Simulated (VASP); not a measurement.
Write the native input for VASP 6.6.1 that does the following.

| Item | Value |
| --- | --- |
| Task | relaxation of cell and atoms |
| Functional | PBE |
| Potentials or basis | VASP PAW PBE potentials, release 64 (Ba_sv, Cd, Se) |
| Cutoff | 600 eV |
| k mesh | 3 × 3 × 2 |
| Occupations | gaussian, width 0.15 eV |
| Spin | no spin polarisation |
| Dipole correction | no |
| Further INCAR settings | ALGO = Normal; EDIFF = 1e-06; IBRION = 2; EDIFFG = -0.08; NSW = 36; ISIF = 3 |

The structure of BaCd3Se4 lies in POSCAR:

```
BaCd3Se4
1.0
    5.7699298000      0.0000000000      0.0000000000
   -2.8849649000      4.9969057800      0.0000000000
    0.0000000000      0.0000000000      8.5558762700
Ba Cd Se
1 3 4
Direct
    0.0000000000      0.0000000000      0.0000000000
    0.4741611800      0.0000000000      0.0000000000
    0.0000000000      0.4741611800      0.0000000000
    0.5258388200      0.5258388200      0.0000000000
    0.3333333300      0.6666666700      0.6731151500
    0.3333333300      0.6666666700      0.3268848500
    0.6666666700      0.3333333300      0.3268848500
    0.6666666700      0.3333333300      0.6731151500
```

The cell was generated, and may not be a known phase.

The input as run:

INCAR

```
ALGO = Normal
EDIFF = 1E-6
EDIFFG = -0.08
ENCUT = 600
GGA = PE
IBRION = 2
ISIF = 3
ISMEAR = 0
LASPH = T
LCHARG = F
LREAL = F
LWAVE = F
NELM = 60
NSW = 36
PREC = Accurate
SIGMA = 0.15
```

KPOINTS

```
k-points
0
Gamma
  3 3 2
```

Potentials or basis: VASP PAW PBE potentials, release 64 (Ba_sv, Cd, Se).

The run is started by

```sh
$ cat potpaw_PBE.64/Ba_sv/POTCAR potpaw_PBE.64/Cd/POTCAR potpaw_PBE.64/Se/POTCAR > POTCAR
$ mpirun -np 1 vasp_std > vasp.out
```

It gave:

```
Relaxed volume                        : 38.27 Å³/atom
Relaxed cell                          : a = 7.578 Å, b = 7.578 Å, c = 6.156 Å, α = 90.00°, β = 90.00°, γ = 120.00°
Space group after relaxing (to 0.1 Å) : P6/mmm (No. 191)
Energy gained by relaxing             : 871.6 meV/atom
Ionic steps                           : 20
Pressure after relaxing               : -0.2 GPa
Largest force after relaxing          : 0.031 eV/Å
Band gap on the k mesh                : zero (bands 35 and 36 overlap by 0.52 eV)
```

Caveat: the k points lie up to 0.51 Å⁻¹ apart in the final cell, too coarse for converged energies and pressures of a metal; the volume moved by over 15 % at a fixed basis, so the end points are rough; spin-orbit coupling is left out, which moves the levels of the heavy elements.

It took 11 min on 1 thread of Intel(R) Xeon(R) 6975P-C (Granite Rapids) (shared host), peak memory 0.48 GiB.
